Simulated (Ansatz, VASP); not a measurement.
ScB2P3: VASP beside Ansatz

```
CELL_PARAMETERS angstrom
3.25518 0.00000 0.00000
-1.62759 2.81907 0.00000
0.00000 0.00000 8.97614
ATOMIC_POSITIONS crystal
Sc 0.00000 0.00000 0.97339
B 0.00000 0.00000 0.68105
B 0.33333 0.66667 0.39079
P 0.00000 0.00000 0.46285
P 0.33333 0.66667 0.17445
P 0.66667 0.33333 0.75748
```

Alike in both runs: functional PBE; k mesh 5 × 5 × 2; occupations gaussian, width 0.2 eV; no spin polarisation.

Ansatz relaxed the structure, and its values are those at the end. VASP's run is a single point on that final structure, the one shown.

|  | VASP | Ansatz |
| --- | --- | --- |
| version | VASP 6.6.1 | Ansatz 0.2.0 |
| potentials or method | VASP PAW PBE potentials, release 64 (Sc_sv, B, P), cutoff 520 eV | scalar-relativistic, plane waves, PAW |
| valence electrons in the cell | 32 | 32 |

|  | VASP | Ansatz | Ansatz less VASP |
| --- | --- | --- | --- |
| gap on the k mesh at the Fermi level (eV) | none | none | - |
| pressure (GPa) | 0.0 | 0.0 | +0.03 |
| rms of the force components (eV/Å) | 0.025 | 0.022 | -0.0028 |

A gap of «none» marks a metal or a gap that the smearing closes.

The k mesh is coarse, so the values compare programs but aren't converged.
